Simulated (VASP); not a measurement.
Crystal: Ga3Sb.

```
CELL_PARAMETERS angstrom
-2.15880 2.15880 4.76048
2.15880 -2.15880 4.76048
2.15880 2.15880 -4.76048
ATOMIC_POSITIONS crystal
Ga 0.75000 0.25000 0.50000
Ga 0.25000 0.75000 0.50000
Ga 0.50000 0.50000 0.00000
Sb 0.00000 0.00000 0.00000
```

| Item | Value |
| --- | --- |
| Program | VASP 6.6.1 |
| Task | relaxation of cell and atoms |
| Functional | LDA |
| Potentials or basis | VASP PAW LDA potentials, release 64 (Ga_d, Sb) |
| Cutoff | 600 eV |
| k mesh | 14 × 14 × 14 |
| Occupations | gaussian, width 0.1 eV |
| Spin | no spin polarisation |

At the start: pressure -4.8 GPa; volume 22.19 Å³/atom.

Q: How do energy, volume and symmetry change on relaxing?

A: Over 9 steps the energy falls by 35.1 meV/atom and the volume is 20.06 Å³/atom (-9.6 %); space group I4/mmm (No. 139, to 0.1 Å) before and after.

The path:
```csv
step,energy change (eV),largest force (eV/Å),pressure (GPa),volume (Å³)
1,0.0000,0.0000,-4.76,88.74
2,-0.1388,0.0000,-0.18,80.55
3,-0.1390,0.0000,0.08,80.30
4,-0.1390,0.0000,-0.17,80.42
5,-0.1390,0.0000,-0.09,80.37
6,-0.1391,0.0000,-0.08,80.37
7,-0.1393,0.0000,-0.06,80.35
8,-0.1397,0.0000,-0.04,80.31
9,-0.1404,0.0000,0.01,80.24
```

Final structure:
```xyz
4
Lattice="-2.1046 2.1046 4.5286 2.1046 -2.1046 4.5286 2.1046 2.1046 -4.5286" Properties=species:S:1:pos:R:3 pbc="T T T"
Ga    0.0000    2.1046    2.2643
Ga    2.1046    0.0000    2.2643
Ga    0.0000    0.0000    4.5286
Sb    0.0000    0.0000    0.0000
```
